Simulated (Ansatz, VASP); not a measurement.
## TiCo in VASP and in Ansatz

POSCAR

```
TiCo
1.0
    2.9887219807      0.0000000000      0.0000000000
    0.0000000000      2.9887219807      0.0000000000
    0.0000000000      0.0000000000      2.9887219807
Ti Co
1 1
Direct
    0.0000000000      0.0000000000      0.0000000000
    0.5000000000      0.5000000000      0.5000000000
```

INCAR.step1

```
  PREC = Accurate
  ENCUT = 520
  ISMEAR = 0
  SIGMA = 0.05
  LREAL = False
  LASPH = True
  NELM = 150
  ISPIN = 2
  MAGMOM = 0.32 -1.35
  LMAXMIX = 4
  NBANDS = 22
  GGA = PE
  ALGO = Normal
  EDIFF = 1E-4
  LWAVE = True
  LCHARG = False
```

Contents of INCAR.step2:

```
  PREC = Accurate
  ENCUT = 520
  EDIFF = 1E-6
  ISMEAR = 0
  SIGMA = 0.05
  LREAL = False
  LASPH = True
  NELM = 150
  ALGO = Normal
  ISIF = 2
  LWAVE = False
  LCHARG = False
  ISPIN = 2
  MAGMOM = 0.32 -1.35
  LORBIT = 11
  LMAXMIX = 4
  METAGGA = R2SCAN
  LMIXTAU = True
  NBANDS = 22
  ISTART = 1
```

File KPOINTS:

```
Automatic mesh
0
Gamma
  12 12 12
```

Input for Ansatz:

```yaml
crystal:
  lattice:
    - [2.9887219807, 0.0, 0.0]
    - [0.0, 2.9887219807, 0.0]
    - [0.0, 0.0, 2.9887219807]
  atoms:
    - { symbol: Ti, position: [0.0, 0.0, 0.0], spin: 0.32 }
    - { symbol: Co, position: [0.5, 0.5, 0.5], spin: -1.35 }
basis:
  ecutwfc: 500
  ecutrho_ratio: 4
kpoints:
  mp_grid: { grid: [12, 12, 12] }
hamiltonian:
  xc: r2scan
scf:
  occupations: { method: gaussian, width: 0.05 }
output:
  forces: true
  stress: true
  eigenvalues: true
  populations: true
  write_density: true
  write_potential: true
  elf: true
  volumetric_format: npy
magnetization:
  spin_polarized: true
```

Alike in both runs: task single point; functional r2SCAN; k mesh 12 × 12 × 12; occupations gaussian, width 0.05 eV; collinear spin.

```csv
,VASP,Ansatz
version,VASP 6.6.1,Ansatz 0.2.0
potentials or method,"VASP PAW PBE potentials, release 64 (Ti_sv, Co), cutoff 520 eV","scalar-relativistic, plane waves, PAW"
valence electrons in the cell,21,29
```

|  | VASP | Ansatz | Ansatz less VASP |
| --- | --- | --- | --- |
| gap on the k mesh at the Fermi level (eV) | none | none | - |
| pressure (GPa) | 0.3 | 0.0 | -0.31 |
| net moment per atom (μB) | 0.45 | 0.45 | 0.000 |
| size of the moment on the site where the two differ most (μB) | 1.38 | 1.41 | +0.029 |

VASP's potentials were made for PBE, not for r2SCAN. Site moments also hang on the region over which each program counts them. A gap of «none» marks a metal or a gap that the smearing closes. With one functional, cell and mesh, what is left measures potentials, basis and numerics. VASP's potentials hold 21 valence electrons a cell and Ansatz's 29, so a difference there can come from the potentials and not from the codes. Ansatz's warnings: stability check not made.
